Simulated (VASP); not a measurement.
The system is MgS (Niningerite).

```
S Mg
1.0
     0.00000    2.61888    2.61888
     2.61888    0.00000    2.61888
     2.61888    2.61888    0.00000
S Mg
1 1
Direct
  0.50000 0.50000 0.50000
  0.00000 0.00000 0.00000
```

This cell differs from its parent crystal: volume scaled by 1.02.

Base run:

- Program: VASP 6.6.1
- Functional: LDA
- Potentials or basis: VASP PAW LDA potentials, release 64 (S, Mg)
- Cutoff: 520 eV
- k mesh: 9 × 9 × 9
- Occupations: fermi-dirac, width 0.05 eV
- Spin: no spin polarisation

Its results: band gap on the k mesh 2.65 eV, indirect (least direct gap 3.34 eV); pressure -5.2 GPa.

The run is repeated on the same cell with these changes: functional from LDA to PBE; potentials or basis from VASP PAW LDA potentials, release 64 (S, Mg) to VASP PAW PBE potentials, release 64 (S, Mg). What comes out?

Band gap on the k mesh 2.86 eV, indirect (least direct gap 3.56 eV); pressure -0.6 GPa.

A k mesh can miss the band edges.
